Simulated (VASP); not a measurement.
Crystal: BP.

```
P B
1.0
     0.00000    2.29886    2.29886
     2.29886    0.00000    2.29886
     2.29886    2.29886    0.00000
P B
1 1
Direct
  0.75000 0.75000 0.75000
  0.00000 0.00000 0.00000
```

Base run:

* Program: VASP 6.6.1
* Functional: revPBE
* Dispersion: D3(BJ)
* Potentials or basis: VASP PAW PBE potentials, release 64 (P, B)
* Cutoff: 520 eV
* k mesh: 10 × 10 × 10
* Occupations: fermi-dirac, width 0.05 eV
* Spin: no spin polarisation

Its results: band gap on the k mesh 1.30 eV, indirect (least direct gap 3.34 eV); pressure -11.7 GPa.

**Question.** The run is repeated on the same cell with these changes: dispersion from D3(BJ) to none. What comes out?

**Answer.** Band gap on the k mesh 1.30 eV, indirect (least direct gap 3.34 eV); pressure -3.2 GPa.

Dispersion adds attraction, which lowers the pressure at fixed volume and, as a term added to the energy, leaves the levels alone.

Caveats: the PAW data sets were made with another functional, which shifts forces and pressure a little.

A k mesh can miss the band edges.
